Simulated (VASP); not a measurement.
# CuI2 (P4/mmm) in VASP: a series of runs, part 2 of 2

VASP 6.6.1. The steps go on from the part before.

## 4. Single point, PBE

This run uses another cell than the first one, of 41.78 Å³/atom, 1.020 times its volume.

INCAR reads:

```
  ALGO = Normal
  EDIFF = 1E-6
  ENCUT = 520
  GGA = PE
  ISIF = 2
  ISMEAR = -1
  LASPH = True
  LCHARG = False
  LREAL = False
  LWAVE = False
  NBANDS = 20
  NELM = 60
  PREC = Accurate
  SIGMA = 0.05
```

KPOINTS reads:

```
k-points
0
Gamma
  5 5 6
```

POSCAR reads:

```
CuI2
1.0
    5.2348246328      0.0000000000      0.0000000000
    0.0000000000      5.2348246328      0.0000000000
    0.0000000000      0.0000000000      4.5742647181
I Cu
2 1
Direct
    0.5000000000      0.0000000000      0.0000000000
    0.0000000000      0.5000000000      0.0000000000
    0.0000000000      0.0000000000      0.0000000000
```

The run is started by

```
> cat potpaw_PBE.64/I/POTCAR potpaw_PBE.64/Cu/POTCAR > POTCAR
> mpirun -np 1 vasp_std > vasp.out
```

Run time: 36 s. Hardware: 1 thread of Intel Xeon 6975P-C (Granite Rapids), shared host; peak memory 0.25 GiB.

The run converged. Its results:

```
Free energy : -6.5025 eV
Pressure    : 0.3 GPa
```

Stress tensor (GPa, compression positive):
```
0.26 0.00 0.00
0.00 0.26 0.00
0.00 0.00 0.47
```

Levels at points of the mesh, in eV from the Fermi level:
| k point | band 10 | band 11 | band 12 | band 13 | band 14 | band 15 | band 16 | band 17 |
| --- | --- | --- | --- | --- | --- | --- | --- | --- |
| (0.00, 0.00, 0.00) | -1.68 | -0.51 | -0.51 | -0.44 | 0.84 | 4.55 | 6.39 | 6.99 |
| (0.00, 0.00, 0.50) | -1.70 | -1.18 | -0.43 | -0.43 | 1.30 | 5.65 | 6.39 | 6.46 |

Caveat: spin-orbit coupling is left out, which moves the levels of the heavy elements; this functional lacks dispersion, which binds the layers, so the pressure and a relaxed spacing across them are unreliable; an odd number of electrons without spin polarisation forces a metal; a magnetic or distorted state may lie lower; semilocal functionals often make such compounds metallic where correlation or magnetic order opens a gap, which also shifts bond lengths.

## 5. Single point, PBE

This run uses another cell than the first one, of 42.60 Å³/atom, 1.040 times its volume.

INCAR reads:

```
SYSTEM = CuI2
PREC = Accurate
ENCUT = 520
EDIFF = 1E-6
ISMEAR = -1
SIGMA = 0.05
LREAL = .FALSE.
LASPH = .TRUE.
NELM = 60
ALGO = Normal
ISIF = 2
LWAVE = .FALSE.
LCHARG = .FALSE.
GGA = PE
NBANDS = 20
```

KPOINTS reads:

```
regular mesh
0
G
  5 5 6
  0 0 0
```

POSCAR reads:

```
CuI2
1.0
    5.2688179531      0.0000000000      0.0000000000
    0.0000000000      5.2688179531      0.0000000000
    0.0000000000      0.0000000000      4.6039685681
I Cu
2 1
Direct
    0.5000000000      0.0000000000      0.0000000000
    0.0000000000      0.5000000000      0.0000000000
    0.0000000000      0.0000000000      0.0000000000
```

Potentials or basis: VASP PAW PBE potentials, release 64 (I, Cu).

The run is started by

```
> cat potpaw_PBE.64/I/POTCAR potpaw_PBE.64/Cu/POTCAR > POTCAR
> mpirun -np 1 vasp_std > vasp.out
```

OUTCAR:

```text
SYSTEM = CuI2
   PREC = Accurate
   ENCUT = 520
   EDIFF = 1E-6
   ISMEAR = -1
   LREAL = .FALSE.
   LASPH = .TRUE.
   NELM = 60
   ISIF = 2
   GGA = PE

 ion  position               nearest neighbor table
   1  0.500  0.000  0.000-   3 2.63   3 2.63
   2  0.000  0.500  0.000-   3 2.63   3 2.63
   3  0.000  0.000  0.000-   1 2.63   2 2.63   2 2.63   1 2.63

  LATTYP: Found a simple tetragonal cell.
 ALAT       =     5.2688179531
[... 743 lines left out ...]

  FORCE on cell =-STRESS in cart. coord.  units (eV):
  Direction    XX          YY          ZZ          XY          YZ          ZX
  --------------------------------------------------------------------------------------
  -------------------------------------------------------------------------------------
  Total       -0.3549109     -0.3549109      0.3080179      0.0000000     -0.0000000      0.0000000
  in kB       -4.4490903     -4.4490903      3.8612489      0.0000000     -0.0000000      0.0000000
  external PRESSURE =      -1.6789772 kB  Pullay stress =       0.0000000 kB

 VOLUME and BASIS-vectors are now :
 -----------------------------------------------------------------------------
  energy-cutoff  :      520.00
  volume of cell :      127.81
      direct lattice vectors                 reciprocal lattice vectors
     5.268817953  0.000000000  0.000000000     0.189795891  0.000000000  0.000000000
     0.000000000  5.268817953  0.000000000     0.000000000  0.189795891  0.000000000
     0.000000000  0.000000000  4.603968568     0.000000000  0.000000000  0.217203916

 POSITION                                       TOTAL-FORCE (eV/Angst)
 -----------------------------------------------------------------------------------
      2.63441      0.00000      0.00000         0.000000      0.000000      0.000000
      0.00000      2.63441      0.00000         0.000000      0.000000      0.000000
      0.00000      0.00000      0.00000         0.000000      0.000000      0.000000
 -----------------------------------------------------------------------------------
    total drift:                               -0.000000     -0.000000     -0.000000

  FREE ENERGIE OF THE ION-ELECTRON SYSTEM (eV)
  ---------------------------------------------------
  free  energy   TOTEN  =        -6.5036238902 eV

  energy  without entropy=       -6.4725438665  energy(sigma->0) =       -6.48808388
```

Run time: 44 s. Hardware: 1 thread of Intel Xeon 6975P-C (Granite Rapids), shared host; peak memory 0.25 GiB.

Results:

```yaml
Free_energy: -6.5036 eV
Pressure: -0.2 GPa
```

Caveat: spin-orbit coupling is left out, which moves the levels of the heavy elements; this functional lacks dispersion, which binds the layers, so the pressure and a relaxed spacing across them are unreliable; an odd number of electrons without spin polarisation forces a metal; a magnetic or distorted state may lie lower; semilocal functionals often make such compounds metallic where correlation or magnetic order opens a gap, which also shifts bond lengths.

## 6. Overview

```tsv
cell	gap on the mesh (eV)	pressure (GPa)
a = 5.200, b = 5.200, c = 4.544 Å, 3 atoms	none	0.8
a = 5.235, b = 5.235, c = 4.574 Å, 3 atoms	none	0.3
a = 5.269, b = 5.269, c = 4.604 Å, 3 atoms	none	-0.2
```

Alike in all rows: task single point; level PBE; potentials or basis VASP PAW PBE potentials, release 64 (I, Cu); no spin polarisation; k mesh 5 × 5 × 6; cutoff (eV) 520; smearing fermi-dirac 0.05 eV.

Caveats: spin-orbit coupling is left out, which moves the levels of the heavy elements; this functional lacks dispersion, which binds the layers, so the pressure and a relaxed spacing across them are unreliable; an odd number of electrons without spin polarisation forces a metal; a magnetic or distorted state may lie lower; semilocal functionals often make such compounds metallic where correlation or magnetic order opens a gap, which also shifts bond lengths.

Total energies depend on the potentials used, so only differences within one code and one set of settings carry meaning.
